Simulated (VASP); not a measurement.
Gd:

```
CELL_PARAMETERS angstrom
-2.02500 2.02500 2.02500
2.02500 -2.02500 2.02500
2.02500 2.02500 -2.02500
ATOMIC_POSITIONS crystal
Gd 0.00000 0.00000 0.00000
```

- Program: VASP 6.6.1
- Task: relaxation of cell and atoms
- Functional: LDA
- Potentials or basis: VASP PAW PBE potentials, release 64 (Gd)
- Cutoff: 600 eV
- k mesh: 9 × 9 × 9
- Occupations: gaussian, width 0.05 eV
- Spin: collinear spin, ferromagnetic start
- Starting moments: [7.0] μB

At the start: pressure -4.1 GPa; volume 33.22 Å³/atom.

Task: Where does the relaxation end?

Result: Over 3 steps the energy falls by 55.5 meV/atom and the volume is 29.23 Å³/atom (-12.0 %); space group Im-3m (No. 229, to 0.05 Å); moment 7.42 μB per cell.

Step by step:
```
step  energy change (eV)  largest force (eV/Å)  pressure (GPa)  volume (Å³)
   1              0.0000                0.0000           -4.06        33.22
   2             -0.0555                0.0000           -0.13        29.33
   3             -0.0555                0.0000           -0.03        29.23
```

Final structure:
```cif
data_structure
_symmetry_space_group_name_H-M 'P 1'
_symmetry_Int_Tables_number 1
_cell_length_a 3.3612
_cell_length_b 3.3612
_cell_length_c 3.3612
_cell_angle_alpha 109.471
_cell_angle_beta 109.471
_cell_angle_gamma 109.471
_cell_volume 29.23
loop_
_atom_site_label
_atom_site_type_symbol
_atom_site_fract_x
_atom_site_fract_y
_atom_site_fract_z
_atom_site_occupancy
Gd1 Gd 0.00000 0.00000 0.00000 1
```

Caveat: the PAW data sets were made with another functional, which shifts forces and pressure a little; the volume moved by -12 % from the deposited cell, more than functionals usually miss.
